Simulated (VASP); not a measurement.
# CuO (Cccm) in VASP: single point with PBE+D3(BJ)

Aim: the single point of CuO with PBE+D3(BJ).

Everything below comes from runs of VASP 6.6.1. Logs are shortened: lines on timing, memory, paths and dates and some standing lists are left out, and cuts for length are marked.

## (1) The cell of the first run

The typed cell holds 4 atoms: a = 2.911 Å, b = 2.911 Å, c = 5.144 Å, α = 90.00°, β = 90.00°, γ = 90.03°.

## (2) Single point, PBE+D3(BJ)

INCAR reads:

```
SYSTEM = CuO
  PREC = Accurate
  ENCUT = 520
  EDIFF = 1E-6
  ISMEAR = 0
  SIGMA = 0.1
  LREAL = .FALSE.
  LASPH = .TRUE.
  NELM = 80
  ALGO = Normal
  ISIF = 2
  LWAVE = .FALSE.
  LCHARG = .FALSE.
  GGA = PE
  IVDW = 12
  NBANDS = 25
```

KPOINTS reads:

```
regular mesh
0
G
  14 14 8
  0 0 0
```

POSCAR reads:

```
CuO
1.0
    2.0576146464     -2.0588345369      0.0000000000
    2.0576146464      2.0588345369      0.0000000000
    0.0000000000      0.0000000000      5.1439075383
Cu O
2 2
Direct
    0.0000000000      0.5000000000      0.0000000000
    0.5000000000      0.0000000000      0.5000000000
    0.5000000000      0.5000000000      0.2500000000
    0.5000000000      0.5000000000      0.7500000000
```

Potentials or basis: VASP PAW PBE potentials, release 64 (Cu, O).

Started as:

```console
$ cat potpaw_PBE.64/Cu/POTCAR potpaw_PBE.64/O/POTCAR > POTCAR
$ mpirun -np 1 vasp_std > vasp.out
```

OUTCAR:

```text
SYSTEM = CuO
   PREC = Accurate
   ENCUT = 520
   EDIFF = 1E-6
   ISMEAR = 0
   LREAL = .FALSE.
   LASPH = .TRUE.
   NELM = 80
   ISIF = 2
   GGA = PE
   IVDW = 12
 IVDW          = 12

 ion  position               nearest neighbor table
   1  0.000  0.500  0.000-   3 1.94   4 1.94   3 1.94   4 1.94
   2  0.500  0.000  0.500-   3 1.94   4 1.94   3 1.94   4 1.94
   3  0.500  0.500  0.250-   1 1.94   2 1.94   2 1.94   1 1.94
   4  0.500  0.500  0.750-   1 1.94   2 1.94   2 1.94   1 1.94

  LATTYP: Found a base centered orthorhombic cell.
 ALAT       =     4.1152292928
 B/A-ratio  =     1.0005928664
 C/A-ratio  =     1.2499686341

  Lattice vectors:

 A1 = (   2.0576146464,  -2.0588345369,   0.0000000000)
 A2 = (   2.0576146464,   2.0588345369,   0.0000000000)
 A3 = (   0.0000000000,   0.0000000000,   5.1439075383)

Analysis of symmetry for initial positions (statically):
=====================================================================
 Subroutine PRICEL returns:
 Original cell was already a primitive cell.

 Routine SETGRP: Setting up the symmetry group for a
 base centered orthorhombic supercell.

 Subroutine GETGRP returns: Found  8 space group operations
 (whereof  4 operations were pure point group operations)
 out of a pool of  8 trial point group operations.

The static configuration has the point symmetry C_2h.
 The point group associated with its full space group is D_2h.

Analysis of symmetry for dynamics (positions and initial velocities):
=====================================================================
 Subroutine PRICEL returns:
 Original cell was already a primitive cell.

 Routine SETGRP: Setting up the symmetry group for a
 base centered orthorhombic supercell.

 Subroutine GETGRP returns: Found  8 space group operations
 (whereof  4 operations were pure point group operations)
 out of a pool of  8 trial point group operations.

The dynamic configuration has the point symmetry C_2h.
 The point group associated with its full space group is D_2h.

 Subroutine INISYM returns: Found  8 space group operations
 (whereof  4 operations are pure point group operations),
 and found     1 'primitive' translations

----------------------------------------------------------------------------------------

                                     Primitive cell

  volume of cell :      43.5821

  direct lattice vectors                    reciprocal lattice vectors
     2.057614646 -2.058834537  0.000000000     0.242999825 -0.242855844  0.000000000
     2.057614646  2.058834537  0.000000000     0.242999825  0.242855844  0.000000000
     0.000000000  0.000000000  5.143907538     0.000000000  0.000000000  0.194404739

  length of vectors
     2.910769260  2.910769260  5.143907538     0.343551854  0.343551854  0.194404739

  position of ions in fractional coordinates (direct lattice)
     1.000000000  0.500000000  0.000000000
     0.500000000  1.000000000  0.500000000
     0.500000000  0.500000000  0.250000000
     0.500000000  0.500000000  0.750000000

  ion indices of the primitive-cell ions
   primitive index   ion index
                 1           1
                 2           2
                 3           3
                 4           4

----------------------------------------------------------------------------------------

 KPOINTS: regular mesh

Automatic generation of k-mesh.
 Grid dimensions read from file:
 generate k-points for:   14   14    8

 Generating k-lattice:

  Cartesian coordinates                     Fractional coordinates (reciprocal lattice)
     0.017357130 -0.017346846  0.000000000     0.071428571  0.000000000  0.000000000
     0.017357130  0.017346846  0.000000000     0.000000000  0.071428571  0.000000000
     0.000000000  0.000000000  0.024300592     0.000000000  0.000000000  0.125000000

  Length of vectors
     0.024539418  0.024539418  0.024300592

  Shift w.r.t. Gamma in fractional coordinates (k-lattice)
     0.000000000  0.000000000  0.000000000

 Subroutine IBZKPT returns following result:
 ===========================================

 Found    285 irreducible k-points:

 Following reciprocal coordinates:
            Coordinates               Weight
  0.000000  0.000000  0.000000      1.000000
  0.071429  0.000000  0.000000      4.000000
  0.142857  0.000000  0.000000      4.000000
  0.214286  0.000000  0.000000      4.000000
  0.285714  0.000000  0.000000      4.000000
  0.357143  0.000000  0.000000      4.000000
[... 16 lines left out ...]
  0.214286  0.142857  0.000000      4.000000
  0.285714  0.142857  0.000000      4.000000
 [... further k-points ...]
   k-points           NKPTS =    285   k-points in BZ     NKDIM =    285   number of bands    NBANDS=     25
   number of dos      NEDOS =    301   number of ions     NIONS =      4
   total plane-waves  NPLWV =  23040
   dimension x,y,z NGX =    24 NGY =   24 NGZ =   40
   dimension x,y,z NGXF=    48 NGYF=   48 NGZF=   80
   ions per type =               2   2
   NGX,Y,Z   is equivalent  to a cutoff of  13.71, 13.71, 12.93 a.u.
   NGXF,Y,Z  is equivalent  to a cutoff of  27.41, 27.41, 25.86 a.u.
 SYSTEM =  CuO
   PREC   = accura    normal or accurate (medium, high low for compatibility)
   ISTART =      0    job   : 0-new  1-cont  2-samecut
   ICHARG =      2    charge: 1-file 2-atom 10-const
   ISPIN  =      1    spin polarized calculation?
   LNONCOLLINEAR =      F non collinear calculations
   LSORBIT =      F    spin-orbit coupling
   LASPH  =      T    aspherical Exc in radial PAW
   ENCUT  =  520.0 eV  38.22 Ry    6.18 a.u.   5.41  5.41  9.56*2*pi/ulx,y,z
   NELM   =     80;   NELMIN=  2; NELMDL= -5     # of ELM steps
   EDIFF  = 0.1E-05   stopping-criterion for ELM
   LREAL  =      F    real-space projection
   EDIFFG = 0.1E-04   stopping-criterion for IOM
   NSW    =      0    number of steps for IOM
   IBRION =     -1    ionic relax: 0-MD 1-quasi-New 2-CG
   NFREE  =      0    steps in history (QN), initial steepest desc. (CG)
   ISIF   =      2    stress and relaxation
   ISYM   =      2    0-nonsym 1-usesym 2-fastsym
   POTIM  = 0.5000    time-step for ionic-motion
   TEBEG  =    0.0;   TEEND  =   0.0 temperature during run
   PSTRESS=    0.0 pullay stress
   NELECT =      34.0000    total number of electrons
   NUPDOWN=      -1.0000    fix difference up-down
   EMIN   =  10.00;   EMAX   =-10.00  energy-range for DOS
   EFERMI =   0.00;   METHOD = LEGACY
   ISMEAR =     0;   SIGMA  =   0.10  broadening in eV -4-tet -1-fermi 0-gaus
   EFERMI_NEDOS =   21; number of points for ismear=-14 and -15
   IALGO  =     38    algorithm
   IMIX   =      4    mixing-type and parameters
     AMIX     =   0.40;   BMIX     =  1.00
     AMIX_MAG =   1.60;   BMIX_MAG =  1.00
  volume/ion in A,a.u.               =      10.90        73.53
  Fermi-wavevector in a.u.,A,eV,Ry     =   1.507064  2.847937 30.902107  2.271241
  Thomas-Fermi vector in A             =   2.617699
   LORBIT       =      0    0 simple, 1 ext, 2 COOP (PROOUT), +10 PAW based schemes
   GGA     = PE    functional components
   LHFCALC =     F    Hartree Fock is set to
   AEXX    =    0.0000 exact exchange contribution
   IVDW    =    12    specifies the selected vdW correction
   LEPSILON=     F    determine dielectric tensor
   LRPA    =     F    only Hartree local field effects (RPA)
 non-spin polarized calculation
 Gauss-broadening in eV      SIGMA  =   0.10
  energy-cutoff  :      520.00
  volume of cell :       43.58
 maximum number of plane-waves:      1199
 NGX is ok and might be reduce to    24
   NGX = 11   NGY = 11   NGZ = 19

 number of electron      33.9999987 magnetization

 Free energy of the ion-electron system (eV)
  ---------------------------------------------------
  ext. energy  EPLUGINS =         0.00000000
  ---------------------------------------------------
  free energy    TOTEN  =       -19.71533212 eV

  energy without entropy =      -19.70242265  energy(sigma->0) =      -19.70887739

 E-fermi :   5.1120     XC(G=0): -11.4128

 val. band max:        5.1108401952   @ k =  -0.4286   0.0714   0.1250
 cond. band min:       5.1231850413   @ k =   0.2143   0.0714   0.1250
 fundamental gap:      0.0123448461
 Fermi energy:         5.1119561473

 k-point     1 :       0.0000    0.0000    0.0000
  band No.  band energies     occupation
      1     -14.8284      2.00000
      2     -13.5036      2.00000
      3      -3.1534      2.00000
      4      -0.4125      2.00000
      5      -0.4113      2.00000
      6       1.2821      2.00000
[... 17 lines left out ...]
     24      19.7418      0.00000
     25      20.0162      0.00000

 k-point     2 :       0.0714    0.0000    0.0000
  band No.  band energies     occupation
      1     -14.8004      2.00000
      2     -13.4950      2.00000
      3      -3.1050      2.00000
      4      -0.4411      2.00000
      5      -0.3979      2.00000
      6       0.9816      2.00000
[... 17 lines left out ...]
     24      19.8330      0.00000
     25      20.0531      0.00000

 k-point     3 :       0.1429    0.0000    0.0000
  band No.  band energies     occupation
      1     -14.7205      2.00000
      2     -13.4704      2.00000
      3      -2.9662      2.00000
      4      -0.5125      2.00000
      5      -0.3582      2.00000
      6       0.3364      2.00000
[... 17 lines left out ...]
     24      20.0748      0.00000
     25      20.1063      0.00000

 k-point     4 :       0.2143    0.0000    0.0000
  band No.  band energies     occupation
      1     -14.6013      2.00000
      2     -13.4345      2.00000
      3      -2.7572      2.00000
      4      -0.5903      2.00000
      5      -0.3880      2.00000
      6      -0.2997      2.00000
[... 17 lines left out ...]
     24      19.9922      0.00000
     25      20.2913      0.00000
[... 477 lines left out ...]
 k-point    22 :       0.1429    0.1429    0.0000
  band No.  band energies     occupation
      1     -14.6140      2.00000
      2     -13.4386      2.00000
      3      -2.7778      2.00000
      4      -0.4976      2.00000
      5      -0.4099      2.00000
      6       0.2194      2.00000
[... 17 lines left out ...]
     24      18.0396      0.00000
     25      20.3297      0.00000

 k-point    23 :       0.2143    0.1429    0.0000
  band No.  band energies     occupation
      1     -14.4970      2.00000
      2     -13.4048      2.00000
      3      -2.5671      2.00000
      4      -0.5471      2.00000
      5      -0.3664      2.00000
      6      -0.3605      2.00000
[... 17 lines left out ...]
     24      17.8635      0.00000
     25      20.3662      0.00000

 k-point    24 :       0.2857    0.1429    0.0000
  band No.  band energies     occupation
      1     -14.3619      2.00000
      2     -13.3668      2.00000
      3      -2.3195      2.00000
      4      -1.0063      2.00000
      5      -0.5782      2.00000
      6      -0.3032      2.00000
[... 17 lines left out ...]
     24      18.1706      0.00000
     25      20.0501      0.00000

 [... further k-points ...]

------------------------ aborting loop because EDIFF is reached ----------------------------------------

 Edisp (eV)   -1.05335

 E8    (eV) :    -0.4051

  FORCE on cell =-STRESS in cart. coord.  units (eV):
  Direction    XX          YY          ZZ          XY          YZ          ZX
  --------------------------------------------------------------------------------------
  -------------------------------------------------------------------------------------
  Total       0.16773     0.16598     0.29288    -0.00000     0.00000     0.00000
  in kB       6.16600     6.10198    10.76706    -0.00000     0.00000     0.00000
  external pressure =        7.68 kB  Pullay stress =        0.00 kB

 VOLUME and BASIS-vectors are now :
 -----------------------------------------------------------------------------
  energy-cutoff  :      520.00
  volume of cell :       43.58
      direct lattice vectors                 reciprocal lattice vectors
     2.057614646 -2.058834537  0.000000000     0.242999825 -0.242855844  0.000000000
     2.057614646  2.058834537  0.000000000     0.242999825  0.242855844  0.000000000
     0.000000000  0.000000000  5.143907538     0.000000000  0.000000000  0.194404739

 POSITION                                       TOTAL-FORCE (eV/Angst)
 -----------------------------------------------------------------------------------
      1.02881      1.02942      0.00000         0.000000      0.000000      0.000000
      1.02881     -1.02942      2.57195        -0.000000      0.000000      0.000000
      2.05761      0.00000      1.28598         0.000000      0.000000      0.000000
      2.05761      0.00000      3.85793         0.000000     -0.000000      0.000000
 -----------------------------------------------------------------------------------
    total drift:                                0.000000     -0.000000     -0.000000

  FREE ENERGIE OF THE ION-ELECTRON SYSTEM (eV)
  ---------------------------------------------------
  free  energy   TOTEN  =       -20.7686787125 eV

  energy  without entropy=      -20.7557692372  energy(sigma->0) =      -20.76222397
```

It took 5.6 min on 1 thread of Intel Xeon 8259CL, shared host; peak memory 0.38 GiB.

Results:

```
Free energy                : -20.7687 eV
Pressure                   : 0.8 GPa
Band gap on the k mesh     : zero (bands 17 and 18 overlap by 1.17 eV)
Dispersion energy per atom : -0.263 eV
```

Caveat: semilocal functionals often make such compounds metallic where correlation or magnetic order opens a gap, which also shifts bond lengths. With open d or f shells a metallic result of PBE can be an artefact of self-interaction; +U or a hybrid may open a gap.
